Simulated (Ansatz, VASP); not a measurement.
**Li2GaOsC6N6: VASP beside Ansatz**

```
Li Ga Os C N
1.0
     0.00000    5.22688    5.22688
     5.22688    0.00000    5.22688
     5.22688    5.22688    0.00000
Li Ga Os C N
2 1 1 6 6
Direct
  0.25000 0.25000 0.25000
  0.75000 0.75000 0.75000
  0.50000 0.50000 0.50000
  0.00000 0.00000 0.00000
  0.80689 0.19311 0.19311
  0.19311 0.80689 0.19311
  0.19311 0.19311 0.80689
  0.19311 0.80689 0.80689
  0.80689 0.19311 0.80689
  0.80689 0.80689 0.19311
  0.69453 0.30547 0.30547
  0.30547 0.69453 0.30547
  0.30547 0.30547 0.69453
  0.30547 0.69453 0.69453
  0.69453 0.30547 0.69453
  0.69453 0.69453 0.30547
```

Alike in both runs: functional PBE; k mesh 4 × 4 × 4; occupations gaussian, width 0.1 eV; collinear spin.

Ansatz relaxed the structure, and its values are those at the end. VASP's run is a single point on that final structure, the one shown.

|  | VASP | Ansatz |
| --- | --- | --- |
| version | VASP 6.6.1 | Ansatz 0.2.0 |
| potentials or method | VASP PAW PBE potentials, release 64 (Li_sv, Ga_d, Os, C, N), cutoff 520 eV | scalar-relativistic, plane waves, PAW |
| valence electrons in the cell | 81 | 89 |

```csv
,VASP,Ansatz,Ansatz less VASP
gap on the k mesh at the Fermi level (eV),none,none,-
rms of the force components (eV/Å),0.150,0.001,-0.1495
net moment per atom (μB),0.00,0.00,0.000
```

A gap of «none» marks a metal or a gap that the smearing closes. One of these differences is far larger than is usual between the two programs; its cause wasn't traced. VASP's potentials hold 81 valence electrons a cell and Ansatz's 89, so a difference there can come from the potentials and not from the codes. Ansatz's warnings: seeded moment not kept.

Neither program's run includes spin-orbit coupling. Noted on VASP's run: the cutoff is short for stress, so the pressure is rough; the standard files for N, O and F lose accuracy on very short bonds.
